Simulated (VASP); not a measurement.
# CdSe (Cadmoselite) (P6_3mc) in VASP: further runs

CdSe (Cadmoselite) is run at these levels: PBE; tasks: single point.

Everything below comes from runs of VASP 6.6.1. Logs are shortened: lines on timing, memory, paths and dates and some standing lists are left out, and cuts for length are marked.

## (1) The cell of the first run

Symmetry: P6_3mc, No. 186, hexagonal system. The conventional cell has a = 4.327 Å, b = 4.327 Å, c = 7.056 Å, α = 90.00°, β = 90.00°, γ = 120.00°. Within 3.5 Å of Cd (site symmetry 3m) lie 4 Se at 2.65 Å. Se (site symmetry 3m) has 4 Cd at 2.65 Å within 3.5 Å.

## (2) Single point, PBE (volume scaled by 1.02, then relaxed in part)

Contents of INCAR:

```
SYSTEM = CdSe
PREC     = Accurate       ! precision mode
ENCUT    = 520            ! plane-wave cutoff, eV
EDIFF    = 1E-7           ! SCF threshold, eV
ISMEAR   = -1             ! smearing method
SIGMA    = 0.02           ! smearing width, eV
LREAL    = .False.        ! projectors in reciprocal space
LASPH    = .True.         ! aspherical terms in the spheres
NELM     = 100            ! most SCF steps
ALGO     = Normal         ! electronic algorithm
ISIF     = 2              ! what is computed and relaxed
LWAVE    = .False.        ! write WAVECAR
LCHARG   = .False.        ! write CHGCAR
GGA      = PE             ! functional
NBANDS   = 26             ! bands
```

Contents of KPOINTS:

```
Automatic mesh
0
Gamma
  12 12 6
  0 0 0
```

Contents of POSCAR:

```
CdSe
1.0
    4.3274710284      0.0000000000      0.0000000000
   -2.1637355142      3.7476998448      0.0000000000
    0.0000000000      0.0000000000      7.0564251940
Cd Se
2 2
Direct
    0.3333333333      0.6666666667      0.0004794859
    0.6666666667      0.3333333333      0.5004794859
    0.3333333333      0.6666666667      0.3763105141
    0.6666666667      0.3333333333      0.8763105141
```

Potentials or basis: VASP PAW PBE potentials, release 64 (Cd, Se).

Command:

```sh
cat potpaw_PBE.64/Cd/POTCAR potpaw_PBE.64/Se/POTCAR > POTCAR
mpirun -np 1 vasp_std > vasp.out
```

OUTCAR:

```text
SYSTEM = CdSe
   PREC = Accurate
   ENCUT = 520
   EDIFF = 1E-7
   ISMEAR = -1
   LREAL = .False.
   LASPH = .True.
   NELM = 100
   ISIF = 2
   GGA = PE

 ion  position               nearest neighbor table
   1  0.333  0.667  0.000-   4 2.65   4 2.65   4 2.65   3 2.65
   2  0.667  0.333  0.500-   3 2.65   3 2.65   3 2.65   4 2.65
   3  0.333  0.667  0.376-   2 2.65   2 2.65   2 2.65   1 2.65
   4  0.667  0.333  0.876-   1 2.65   1 2.65   1 2.65   2 2.65

  LATTYP: Found a hexagonal cell.
 ALAT       =     4.3274710284
 C/A-ratio  =     1.6306117702

  Lattice vectors:

 A1 = (   4.3274710284,   0.0000000000,   0.0000000000)
 A2 = (  -2.1637355142,   3.7476998448,   0.0000000000)
 A3 = (   0.0000000000,   0.0000000000,   7.0564251940)

Analysis of symmetry for initial positions (statically):
=====================================================================
 Subroutine PRICEL returns:
 Original cell was already a primitive cell.

 Routine SETGRP: Setting up the symmetry group for a
 hexagonal supercell.

 Subroutine GETGRP returns: Found 12 space group operations
 (whereof  6 operations were pure point group operations)
 out of a pool of 24 trial point group operations.

The static configuration has the point symmetry C_3v.
 The point group associated with its full space group is C_6v.

Analysis of symmetry for dynamics (positions and initial velocities):
=====================================================================
 Subroutine PRICEL returns:
 Original cell was already a primitive cell.

 Routine SETGRP: Setting up the symmetry group for a
 hexagonal supercell.

 Subroutine GETGRP returns: Found 12 space group operations
 (whereof  6 operations were pure point group operations)
 out of a pool of 24 trial point group operations.

The dynamic configuration has the point symmetry C_3v.
 The point group associated with its full space group is C_6v.

 Subroutine INISYM returns: Found 12 space group operations
 (whereof  6 operations are pure point group operations),
 and found     1 'primitive' translations

----------------------------------------------------------------------------------------

                                     Primitive cell

  volume of cell :     114.4415

  direct lattice vectors                    reciprocal lattice vectors
     4.327471028  0.000000000  0.000000000     0.231081847  0.133415167  0.000000000
    -2.163735514  3.747699845  0.000000000     0.000000000  0.266830334  0.000000000
     0.000000000  0.000000000  7.056425194     0.000000000  0.000000000  0.141714816

  length of vectors
     4.327471028  4.327471028  7.056425194     0.266830334  0.266830334  0.141714816

  position of ions in fractional coordinates (direct lattice)
     0.333333333  0.666666667  0.000479486
     0.666666667  0.333333333  0.500479486
     0.333333333  0.666666667  0.376310514
     0.666666667  0.333333333  0.876310514

  ion indices of the primitive-cell ions
   primitive index   ion index
                 1           1
                 2           2
                 3           3
                 4           4

----------------------------------------------------------------------------------------

 KPOINTS: Automatic mesh

Automatic generation of k-mesh.
 Grid dimensions read from file:
 generate k-points for:   12   12    6

 Generating k-lattice:

  Cartesian coordinates                     Fractional coordinates (reciprocal lattice)
     0.019256821  0.011117931  0.000000000     0.083333333 -0.000000000  0.000000000
     0.000000000  0.022235861  0.000000000     0.000000000  0.083333333  0.000000000
     0.000000000  0.000000000  0.023619136     0.000000000  0.000000000  0.166666667

  Length of vectors
     0.022235861  0.022235861  0.023619136

  Shift w.r.t. Gamma in fractional coordinates (k-lattice)
     0.000000000  0.000000000  0.000000000

 Subroutine IBZKPT returns following result:
 ===========================================

 Found     76 irreducible k-points:

 Following reciprocal coordinates:
            Coordinates               Weight
  0.000000  0.000000  0.000000      1.000000
  0.083333 -0.000000  0.000000      6.000000
  0.166667 -0.000000  0.000000      6.000000
  0.250000  0.000000  0.000000      6.000000
  0.333333  0.000000  0.000000      6.000000
  0.416667  0.000000  0.000000      6.000000
[... 16 lines left out ...]
  0.250000  0.000000  0.166667     12.000000
  0.333333  0.000000  0.166667     12.000000
 [... further k-points ...]
   k-points           NKPTS =     76   k-points in BZ     NKDIM =     76   number of bands    NBANDS=     26
   number of dos      NEDOS =    301   number of ions     NIONS =      4
   total plane-waves  NPLWV =  55296
   dimension x,y,z NGX =    32 NGY =   32 NGZ =   54
   dimension x,y,z NGXF=    64 NGYF=   64 NGZF=  108
   ions per type =               2   2
   NGX,Y,Z   is equivalent  to a cutoff of  12.29, 12.29, 12.72 a.u.
   NGXF,Y,Z  is equivalent  to a cutoff of  24.59, 24.59, 25.44 a.u.
 SYSTEM =  CdSe
   PREC   = accura    normal or accurate (medium, high low for compatibility)
   ISTART =      0    job   : 0-new  1-cont  2-samecut
   ICHARG =      2    charge: 1-file 2-atom 10-const
   ISPIN  =      1    spin polarized calculation?
   LNONCOLLINEAR =      F non collinear calculations
   LSORBIT =      F    spin-orbit coupling
   LASPH  =      T    aspherical Exc in radial PAW
   ENCUT  =  520.0 eV  38.22 Ry    6.18 a.u.   8.05  8.05 13.12*2*pi/ulx,y,z
   NELM   =    100;   NELMIN=  2; NELMDL= -5     # of ELM steps
   EDIFF  = 0.1E-06   stopping-criterion for ELM
   LREAL  =      F    real-space projection
   EDIFFG = 0.1E-05   stopping-criterion for IOM
   NSW    =      0    number of steps for IOM
   IBRION =     -1    ionic relax: 0-MD 1-quasi-New 2-CG
   NFREE  =      0    steps in history (QN), initial steepest desc. (CG)
   ISIF   =      2    stress and relaxation
   ISYM   =      2    0-nonsym 1-usesym 2-fastsym
   POTIM  = 0.5000    time-step for ionic-motion
   TEBEG  =    0.0;   TEEND  =   0.0 temperature during run
   PSTRESS=    0.0 pullay stress
   NELECT =      36.0000    total number of electrons
   NUPDOWN=      -1.0000    fix difference up-down
   EMIN   =  10.00;   EMAX   =-10.00  energy-range for DOS
   EFERMI =   0.00;   METHOD = LEGACY
   ISMEAR =    -1;   SIGMA  =   0.02  broadening in eV -4-tet -1-fermi 0-gaus
   EFERMI_NEDOS =   21; number of points for ismear=-14 and -15
   IALGO  =     38    algorithm
   IMIX   =      4    mixing-type and parameters
     AMIX     =   0.40;   BMIX     =  1.00
     AMIX_MAG =   1.60;   BMIX_MAG =  1.00
  volume/ion in A,a.u.               =      28.61       193.07
  Fermi-wavevector in a.u.,A,eV,Ry     =   1.113391  2.104004 16.866324  1.239640
  Thomas-Fermi vector in A             =   2.249975
   LORBIT       =      0    0 simple, 1 ext, 2 COOP (PROOUT), +10 PAW based schemes
   GGA     = PE    functional components
   LHFCALC =     F    Hartree Fock is set to
   AEXX    =    0.0000 exact exchange contribution
   IVDW    =     0    specifies the selected vdW correction
   LEPSILON=     F    determine dielectric tensor
   LRPA    =     F    only Hartree local field effects (RPA)
 non-spin polarized calculation
  energy-cutoff  :      520.00
  volume of cell :      114.44
 maximum number of plane-waves:      3114
   NGX = 17   NGY = 17   NGZ = 27

 number of electron      35.9999998 magnetization

 Free energy of the ion-electron system (eV)
  ---------------------------------------------------
  ext. energy  EPLUGINS =         0.00000000
  ---------------------------------------------------
  free energy    TOTEN  =       -10.96115108 eV

  energy without entropy =      -10.96115108  energy(sigma->0) =      -10.96115108

 E-fermi :   1.1378     XC(G=0):  -8.8027

 val. band max:        0.8112527728   @ k =   0.0000   0.0000   0.0000
 cond. band min:       1.4411075515   @ k =   0.0000   0.0000   0.0000
 fundamental gap:      0.6298547788
 Fermi energy:         1.1378385260

 k-point     1 :       0.0000    0.0000    0.0000
  band No.  band energies     occupation
      1     -11.6947      2.00000
      2     -11.3317      2.00000
      3      -7.0598      2.00000
      4      -7.0533      2.00000
      5      -7.0533      2.00000
      6      -6.9885      2.00000
[... 18 lines left out ...]
     25       7.8145      0.00000
     26       8.4706      0.00000

 k-point     2 :       0.0833   -0.0000    0.0000
  band No.  band energies     occupation
      1     -11.6737      2.00000
      2     -11.3220      2.00000
      3      -7.0540      2.00000
      4      -7.0457      2.00000
      5      -7.0367      2.00000
      6      -6.9795      2.00000
[... 18 lines left out ...]
     25       7.9779      0.00000
     26       8.3402      0.00000

 k-point     3 :       0.1667   -0.0000    0.0000
  band No.  band energies     occupation
      1     -11.6153      2.00000
      2     -11.2963      2.00000
      3      -7.0353      2.00000
      4      -7.0259      2.00000
      5      -6.9904      2.00000
      6      -6.9513      2.00000
[... 18 lines left out ...]
     25       8.0499      0.00000
     26       8.4297      0.00000

 k-point     4 :       0.2500    0.0000    0.0000
  band No.  band energies     occupation
      1     -11.5320      2.00000
      2     -11.2639      2.00000
      3      -7.0124      2.00000
      4      -7.0021      2.00000
      5      -6.9289      2.00000
      6      -6.9110      2.00000
[... 18 lines left out ...]
     25       8.2148      0.00000
     26       8.7636      0.00000
[... 496 lines left out ...]
      1     -11.5934      2.00000
      2     -11.3169      2.00000
      3      -7.0279      2.00000
      4      -7.0216      2.00000
      5      -6.9817      2.00000
      6      -6.9556      2.00000
[... 18 lines left out ...]
     25       8.1761      0.00000
     26       8.2832      0.00000

 k-point    23 :       0.2500    0.0000    0.1667
  band No.  band energies     occupation
      1     -11.5131      2.00000
      2     -11.2807      2.00000
      3      -7.0073      2.00000
      4      -6.9963      2.00000
      5      -6.9334      2.00000
      6      -6.9174      2.00000
[... 18 lines left out ...]
     25       8.2752      0.00000
     26       8.9191      0.00000

 k-point    24 :       0.3333    0.0000    0.1667
  band No.  band energies     occupation
      1     -11.4274      2.00000
      2     -11.2491      2.00000
      3      -6.9907      2.00000
      4      -6.9753      2.00000
      5      -6.8948      2.00000
      6      -6.8800      2.00000
[... 18 lines left out ...]
     25       8.4372      0.00000
     26       9.2121      0.00000

 [... further k-points ...]
[... 5 lines left out ...]
  --------------------------------------------------------------------------------------
  -------------------------------------------------------------------------------------
  Total        1.5600444      1.5600444      1.6212089      0.0000000     -0.0000000      0.0000000
  in kB       21.8405630     21.8405630     22.6968639      0.0000000     -0.0000000      0.0000000
  external PRESSURE =      22.1259966 kB  Pullay stress =       0.0000000 kB

 VOLUME and BASIS-vectors are now :
 -----------------------------------------------------------------------------
  energy-cutoff  :      520.00
  volume of cell :      114.44
      direct lattice vectors                 reciprocal lattice vectors
     4.327471028  0.000000000  0.000000000     0.231081847  0.133415167  0.000000000
    -2.163735514  3.747699845  0.000000000     0.000000000  0.266830334  0.000000000
     0.000000000  0.000000000  7.056425194     0.000000000  0.000000000  0.141714816

 POSITION                                       TOTAL-FORCE (eV/Angst)
 -----------------------------------------------------------------------------------
     -0.00000      2.49847      0.00338        -0.000000     -0.000000     -0.000568
      2.16374      1.24923      3.53160        -0.000000      0.000000     -0.000568
     -0.00000      2.49847      2.65541         0.000000     -0.000000      0.000568
      2.16374      1.24923      6.18362        -0.000000      0.000000      0.000568
 -----------------------------------------------------------------------------------
    total drift:                               -0.000000     -0.000000     -0.000855

  FREE ENERGIE OF THE ION-ELECTRON SYSTEM (eV)
  ---------------------------------------------------
  free  energy   TOTEN  =       -10.9611510803 eV

  energy  without entropy=      -10.9611510799  energy(sigma->0) =      -10.96115108
```

Wall time 2.2 min (1 thread of AMD EPYC 9R45 (Zen 5), shared host); peak memory 0.32 GiB.

What came out:

| Item | Value |
| --- | --- |
| Free energy | -10.9612 eV |
| Pressure | 2.2 GPa |
| Band gap on the k mesh | 0.63 eV, direct |

Levels at points of the mesh, in eV from the valence-band top:
```csv
k point,band 15,band 16,band 17,band 18,band 19,band 20,band 21,band 22
"(0.00, 0.00, 0.00)",-0.74,-0.04,0.00,0.00,0.63,2.18,5.86,5.86
"(0.50, 0.00, 0.00)",-2.59,-1.80,-1.29,-0.73,3.18,3.33,4.78,6.09
"(0.00, 0.00, 0.50)",-0.39,-0.39,-0.39,-0.39,2.34,2.34,5.83,5.83
"(0.50, 0.00, 0.50)",-1.32,-1.32,-1.31,-1.31,2.93,2.93,4.85,4.85
```

## (3) Single point, PBE (z stretched by +2 %, then relaxed in part)

Contents of INCAR:

```
SYSTEM = CdSe
PREC = Accurate ; ENCUT = 520
EDIFF = 1E-7 ; ISMEAR = -1
SIGMA = 0.02 ; LREAL = .FALSE.
LASPH = .TRUE. ; NELM = 80
ALGO = Normal ; ISIF = 2
LWAVE = .FALSE. ; LCHARG = .FALSE.
GGA = PE ; NBANDS = 26
```

Contents of KPOINTS:

```
regular mesh
0
G
  12 12 6
  0 0 0
```

Contents of POSCAR:

```
CdSe
1.0
    4.2990000000      0.0000000000      0.0000000000
   -2.1495000000      3.7230432109      0.0000000000
    0.0000000000      0.0000000000      7.1502000000
Cd Se
2 2
Direct
    0.3333333333      0.6666666667      0.0026789556
    0.6666666667      0.3333333333      0.5026789556
    0.3333333333      0.6666666667      0.3741110444
    0.6666666667      0.3333333333      0.8741110444
```

Potentials or basis: VASP PAW PBE potentials, release 64 (Cd, Se).

Command:

```sh
cat potpaw_PBE.64/Cd/POTCAR potpaw_PBE.64/Se/POTCAR > POTCAR
mpirun -np 1 vasp_std > vasp.out
```

It took 2.3 min on 1 thread of AMD EPYC 9R45 (Zen 5), shared host; peak memory 0.32 GiB.

The run converged. Its results:

| Item | Value |
| --- | --- |
| Free energy | -10.9582 eV |
| Pressure | 2.2 GPa |
| Band gap on the k mesh | 0.59 eV, direct |

Stress tensor (GPa, compression positive):
```
2.44 0.00 0.00
0.00 2.44 0.00
0.00 0.00 1.70
```

Levels at points of the mesh, in eV from the valence-band top:
```tsv
k point	band 16	band 17	band 18	band 19	band 20	band 21
(0.00, 0.00, 0.00)	-0.13	0.00	0.00	0.59	2.30	5.91
(0.50, 0.00, 0.00)	-1.78	-1.36	-0.73	3.12	3.39	4.67
(0.00, 0.00, 0.50)	-0.38	-0.38	-0.38	2.36	2.36	5.76
(0.50, 0.00, 0.50)	-1.42	-1.29	-1.29	2.85	2.85	4.84
```

Caveat: the cell differs from its parent crystal (z stretched by +2 %, then relaxed in part).
